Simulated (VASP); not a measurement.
**Li: relaxation of cell and atoms with PBEsol**

Crystal: Li.

```
CELL_PARAMETERS angstrom
0.00000 2.13756 2.13756
2.13756 0.00000 2.13756
2.13756 2.13756 0.00000
ATOMIC_POSITIONS crystal
Li 0.00000 0.00000 0.00000
```

This isn't the form of Li at room conditions, which is bcc.

```json
{
  "Program": "VASP 6.6.1",
  "Task": "relaxation of cell and atoms",
  "Functional": "PBEsol",
  "Potentials or basis": "VASP PAW PBE potentials, release 64 (Li_sv)",
  "Cutoff": "600 eV",
  "k mesh": "16 × 16 × 16",
  "Occupations": "gaussian, width 0.1 eV",
  "Spin": "no spin polarisation",
  "Dipole correction": "no",
  "Further INCAR settings": "ALGO = Fast; EDIFF = 1e-06; IBRION = 2; EDIFFG = -0.01; NSW = 80; ISIF = 3"
}
```

* Relaxed volume: 19.98 Å³/atom
* Relaxed cell: a = 3.046 Å, b = 3.046 Å, c = 3.046 Å, α = 60.00°, β = 60.00°, γ = 60.00°
* Space group after relaxing (to 0.1 Å): Fm-3m (No. 225)
* Energy gained by relaxing: 0.5 meV/atom
* Ionic steps: 3
* Pressure after relaxing: 0.0 GPa
* Band gap on the k mesh: zero (an odd number of electrons rules out a gap without spin polarisation)

The path:
| step | energy change (eV) | largest force (eV/Å) | pressure (GPa) | volume (Å³) |
| --- | --- | --- | --- | --- |
| 1 | 0.0000 | 0.0000 | 0.37 | 19.53 |
| 2 | -0.0002 | 0.0000 | 0.26 | 19.66 |
| 3 | -0.0005 | 0.0000 | 0.04 | 19.98 |

Final structure:
```cif
data_structure
_symmetry_space_group_name_H-M 'P 1'
_symmetry_Int_Tables_number 1
_cell_length_a 3.0459
_cell_length_b 3.0459
_cell_length_c 3.0459
_cell_angle_alpha 60.000
_cell_angle_beta 60.000
_cell_angle_gamma 60.000
_cell_volume 19.98
loop_
_atom_site_label
_atom_site_type_symbol
_atom_site_fract_x
_atom_site_fract_y
_atom_site_fract_z
_atom_site_occupancy
Li1 Li 0.00000 0.00000 0.00000 1
```

Levels at points of the mesh, in eV from the Fermi level:
| k point | band 1 | band 2 | band 3 | band 4 | band 5 |
| --- | --- | --- | --- | --- | --- |
| (0.00, 0.00, 0.00) | -45.86 | -3.55 | 14.54 | 14.54 | 14.54 |
| (0.50, 0.00, 0.00) | -45.84 | 0.00 | 3.00 | 12.80 | 12.80 |
| (0.50, 0.50, 0.00) | -45.84 | 1.56 | 4.79 | 8.54 | 8.54 |

It took 25 s on 1 thread of Intel Xeon 8259CL (shared host), peak memory 0.14 GiB.

Caveat: the cutoff is under 1.25 times the usual one of these potentials, so pressure, stress and relaxed cells hold a basis-set (Pulay) error; the PAW data sets were made with another functional, which shifts forces and pressure a little.
